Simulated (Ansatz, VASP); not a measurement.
## NaOs in VASP and in Ansatz

```
Na Os
1.0
     1.34847    0.77854    5.24957
    -1.34847    0.77854    5.24957
     0.00000   -1.55708    5.24957
Na Os
1 1
Direct
  0.50000 0.50000 0.50000
  0.00000 0.00000 0.00000
```

Alike in both runs: functional PBE; k mesh 24 × 24 × 24; occupations gaussian, width 0.1 eV; no spin polarisation.

Ansatz relaxed the structure, and its values are those at the end. VASP's run is a single point on that final structure, the one shown.

|  | VASP | Ansatz |
| --- | --- | --- |
| version | VASP 6.6.1 | Ansatz 0.2.0 |
| potentials or method | VASP PAW PBE potentials, release 64 (Na_pv, Os), cutoff 520 eV | scalar-relativistic, plane waves, PAW |
| valence electrons in the cell | 15 | 25 |

|  | VASP | Ansatz | Ansatz less VASP |
| --- | --- | --- | --- |
| gap on the k mesh at the Fermi level (eV) | none | none | - |
| pressure (GPa) | -0.2 | 0.0 | +0.25 |

A gap of «none» marks a metal or a gap that the smearing closes. VASP's potentials hold 15 valence electrons a cell and Ansatz's 25, so a difference there can come from the potentials and not from the codes.

Spin-orbit coupling is off throughout.
